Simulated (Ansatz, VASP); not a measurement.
Two plane-wave programs on Ru2F

```xyz
6
Lattice="0.0000 0.0000 2.8159 3.9225 0.0000 0.0000 0.0000 6.7939 0.0000" Properties=species:S:1:pos:R:3 pbc="T T T"
Ru    3.9225    2.2646    0.5343
Ru    1.9612    5.6616    0.5343
Ru    1.9612    1.1323    2.2816
Ru    3.9225    4.5293    2.2816
F     1.9612    3.3970    1.4080
F     3.9225    0.0000    1.4080
```

Alike in both runs: task single point; functional PBE; k mesh 8 × 6 × 4; occupations gaussian, width 0.2 eV; no spin polarisation.

|  | VASP | Ansatz |
| --- | --- | --- |
| version | VASP 6.6.1 | Ansatz 0.2.0 |
| potentials or method | VASP PAW PBE potentials, release 64 (Ru_pv, F), cutoff 520 eV | scalar-relativistic, plane waves, PAW |
| valence electrons in the cell | 70 | 78 |

VASP gave:

- gap on the k mesh at the Fermi level (eV): none
- pressure (GPa): -0.1
- traceless stress, the component that is largest in VASP (GPa): -0.90
- rms of the force components (eV/Å): 0.003

**Question.** Estimate Ansatz's values.

**Answer.** gap on the k mesh at the Fermi level (eV): none; pressure (GPa): 0.0; traceless stress, the component that is largest in VASP (GPa): -0.85; rms of the force components (eV/Å): 0.006.

Atom by atom the forces differ by 0.007 eV/Å (rms over components). A gap of «none» marks a metal or a gap that the smearing closes. The functional is the same, so the differences come from potentials, cutoffs and numerics. VASP's potentials hold 70 valence electrons a cell and Ansatz's 78, so a difference there can come from the potentials and not from the codes.
